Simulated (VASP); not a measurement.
Input of a VASP 6.6.1 run:

Contents of INCAR:

```
PREC = Accurate ; ENCUT = 410
EDIFF = 1E-6 ; ISMEAR = -1
SIGMA = 0.05 ; LREAL = Auto
LASPH = T ; NELM = 120
ALGO = Normal ; ISIF = 2
LWAVE = F ; LCHARG = F
GGA = PS ; NELECT = 896.0
ISYM = -1 ; NBANDS = 487
GGA_COMPAT = F ; KPAR = 1
```

The input KPOINTS:

```
explicit points
1
Reciprocal
  0.25000000   0.25000000   0.25000000 1
```

POSCAR

```
MgGe64
1.0
   11.3511840000      0.0000000000      0.0000000000
    0.0000000000     11.3511840000      0.0000000000
    0.0000000000      0.0000000000     11.3511840000
Ge Mg
64 1
Direct
    0.9997420000      0.9992980000      0.9991570000
    0.9984200000      0.9980670000      0.4978840000
    0.9985450000      0.4977640000      0.9983210000
    0.9999120000      0.5013450000      0.5012990000
    0.4981570000      0.9981580000      0.9981590000
    0.5015800000      0.9994880000      0.5013490000
    0.5016070000      0.5012720000      0.9996640000
    0.5095500000      0.5088680000      0.5090060000
    0.1242890000      0.1240930000      0.1241500000
    0.1184990000      0.1183880000      0.6307000000
    0.1187870000      0.6307430000      0.1184600000
    0.1253410000      0.6255350000      0.6256290000
    0.6308410000      0.1184450000      0.1183560000
    0.6258760000      0.1247160000      0.6256460000
    0.6261470000      0.6257070000      0.1245880000
    0.6338990000      0.6331320000      0.6330910000
    0.2483530000      0.2480110000      0.9990280000
    0.2432130000      0.2427470000      0.5072700000
    0.2511510000      0.7510370000      0.9980960000
    0.2492680000      0.7504520000      0.5012040000
    0.7515400000      0.2509600000      0.9986060000
    0.7511270000      0.2489010000      0.5018670000
    0.7504750000      0.7503420000      0.9999310000
    0.7525750000      0.7522770000      0.4984630000
    0.3750340000      0.3745550000      0.1206820000
    0.3761340000      0.3752530000      0.6293100000
    0.3750860000      0.8745570000      0.1253100000
    0.3754900000      0.8752100000      0.6247280000
    0.8749450000      0.3750330000      0.1256780000
    0.8760150000      0.3752640000      0.6249810000
    0.8752410000      0.8753200000      0.1244790000
    0.8757310000      0.8755100000      0.6263400000
    0.2483510000      0.9987290000      0.2479660000
    0.2511940000      0.9983600000      0.7510140000
    0.2430930000      0.5071060000      0.2429130000
    0.2494100000      0.5012770000      0.7505490000
    0.7514990000      0.9985040000      0.2508690000
    0.7504630000      0.0001730000      0.7502490000
    0.7509450000      0.5017640000      0.2490540000
    0.7527590000      0.4987810000      0.7522760000
    0.3748280000      0.1204830000      0.3746810000
    0.3750210000      0.1254000000      0.8746970000
    0.3760850000      0.6291670000      0.3753140000
    0.3758140000      0.6247370000      0.8752520000
    0.8748790000      0.1254710000      0.3750110000
    0.8752370000      0.1247280000      0.8751790000
    0.8760480000      0.6249460000      0.3752490000
    0.8760980000      0.6262980000      0.8757220000
    0.9990430000      0.2480200000      0.2481730000
    0.9988240000      0.2508260000      0.7515330000
    0.9986360000      0.7514850000      0.2505880000
    0.0005900000      0.7500220000      0.7499380000
    0.5074250000      0.2427610000      0.2431120000
    0.5019840000      0.2487040000      0.7510760000
    0.5018900000      0.7507990000      0.2486440000
    0.4990700000      0.7520360000      0.7518650000
    0.1210210000      0.3744720000      0.3747390000
    0.1259530000      0.3750230000      0.8747660000
    0.1257640000      0.8746670000      0.3749430000
    0.1249700000      0.8750640000      0.8749160000
    0.6298200000      0.3752490000      0.3754040000
    0.6253480000      0.3754310000      0.8754070000
    0.6251170000      0.8754450000      0.3752230000
    0.6262790000      0.8755090000      0.8753870000
    0.3762020000      0.3757560000      0.3756620000
```

Potentials or basis: VASP PAW PBE potentials, release 64 (Ge_d, Mg).

Run with:

```bash
$ cat potpaw_PBE.64/Ge_d/POTCAR potpaw_PBE.64/Mg/POTCAR > POTCAR
$ mpirun -np 4 vasp_std > vasp.out
```

Estimate the largest force.

0.032 eV/Å.

Forces on the atoms (eV/Å):
```
Ge  -0.016  0.003 -0.002
Ge  -0.003  0.006 -0.004
Ge   0.007  0.003  0.005
Ge   0.020 -0.013 -0.001
Ge  -0.021  0.002  0.002
Ge  -0.006  0.001 -0.006
Ge   0.009 -0.004 -0.006
Ge   0.001 -0.004 -0.006
Ge  -0.002 -0.006  0.001
Ge   0.016  0.001  0.001
Ge   0.000 -0.002 -0.005
Ge  -0.002 -0.002 -0.007
Ge   0.005  0.004  0.015
Ge   0.007 -0.001  0.014
Ge  -0.009  0.010  0.008
Ge  -0.009  0.008  0.000
Ge   0.000  0.005  0.003
Ge   0.001  0.001  0.005
Ge  -0.008  0.006  0.006
Ge  -0.006  0.014  0.002
Ge  -0.001 -0.008 -0.006
Ge   0.008 -0.009 -0.021
Ge  -0.002 -0.007 -0.008
Ge   0.002 -0.010  0.003
Ge  -0.012  0.000  0.000
Ge  -0.003 -0.002  0.004
Ge   0.009 -0.008 -0.007
Ge   0.014 -0.003 -0.003
Ge  -0.011  0.006  0.002
Ge  -0.014  0.017  0.012
Ge   0.007 -0.002  0.017
Ge   0.017  0.005 -0.009
Ge  -0.003  0.017  0.004
Ge  -0.020  0.000  0.007
Ge   0.004  0.003 -0.006
Ge  -0.003  0.003  0.015
Ge  -0.007  0.003 -0.017
Ge  -0.012 -0.011 -0.005
Ge   0.023 -0.016 -0.015
Ge   0.002 -0.007 -0.007
Ge  -0.004 -0.008 -0.001
Ge   0.015 -0.006 -0.003
Ge   0.000  0.004  0.003
Ge   0.000  0.003 -0.007
Ge  -0.005 -0.003  0.014
Ge   0.011  0.012  0.006
Ge  -0.022  0.013  0.005
Ge   0.008  0.000 -0.003
Ge   0.016  0.004  0.000
Ge  -0.004 -0.007 -0.006
Ge   0.006 -0.004 -0.003
Ge  -0.016  0.003  0.011
Ge   0.015 -0.015 -0.023
Ge  -0.008  0.001 -0.006
Ge  -0.002 -0.001 -0.005
Ge  -0.001 -0.007  0.001
Ge  -0.014  0.004 -0.005
Ge   0.000 -0.002 -0.006
Ge   0.000 -0.013 -0.001
Ge   0.021 -0.004 -0.005
Ge  -0.002  0.013  0.017
Ge  -0.002  0.006  0.005
Ge   0.004 -0.005  0.006
Ge   0.011  0.010  0.005
Mg  -0.012 -0.001  0.011
```

Caveat: the cell carries a net charge on a neutralising background, which shifts energy and pressure; the PAW data sets were made with another functional, which shifts forces and pressure a little.
